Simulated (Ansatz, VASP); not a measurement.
**Te2Mo: VASP beside Ansatz**

```xyz
6
Lattice="3.4681 0.0000 0.0000 -1.7341 3.0035 0.0000 0.0000 0.0000 15.9650" Properties=species:S:1:pos:R:3 pbc="T T T"
Te    0.0000    2.0023   10.0754
Te    1.7341    1.0012    2.0929
Te    0.0000    2.0023   13.8720
Te    1.7341    1.0012    5.8896
Mo    0.0000    2.0023    3.9912
Mo    1.7341    1.0012   11.9737
```

Change from the starting cell: strain -0.025 along x and y, +0.050 along z, atoms carried along.

Alike in both runs: task single point; functional PBE; k mesh 12 × 12 × 2; occupations gaussian, width 0.05 eV; no spin polarisation.

|  | VASP | Ansatz |
| --- | --- | --- |
| version | VASP 6.6.1 | Ansatz 0.2.0 |
| potentials or method | VASP PAW PBE potentials, release 64 (Te, Mo_sv), cutoff 520 eV | scalar-relativistic, plane waves, PAW |
| valence electrons in the cell | 52 | 92 |

VASP gave:

* gap on the k mesh at the Fermi level (eV): 0.81
* least direct gap on the mesh (eV): 1.16
* pressure (GPa): -0.6
* traceless stress, the component that is largest in VASP (GPa): -4.45
* rms of the force components (eV/Å): 0.320

Task: Estimate Ansatz's values.

Result: gap on the k mesh at the Fermi level (eV): 0.81; least direct gap on the mesh (eV): 1.16; pressure (GPa): -0.6; traceless stress, the component that is largest in VASP (GPa): -4.50; rms of the force components (eV/Å): 0.324.

Atom by atom the forces differ by 0.004 eV/Å (rms over components). VASP's potentials hold 52 valence electrons a cell and Ansatz's 92, so a difference there can come from the potentials and not from the codes.

Spin-orbit coupling is off throughout.
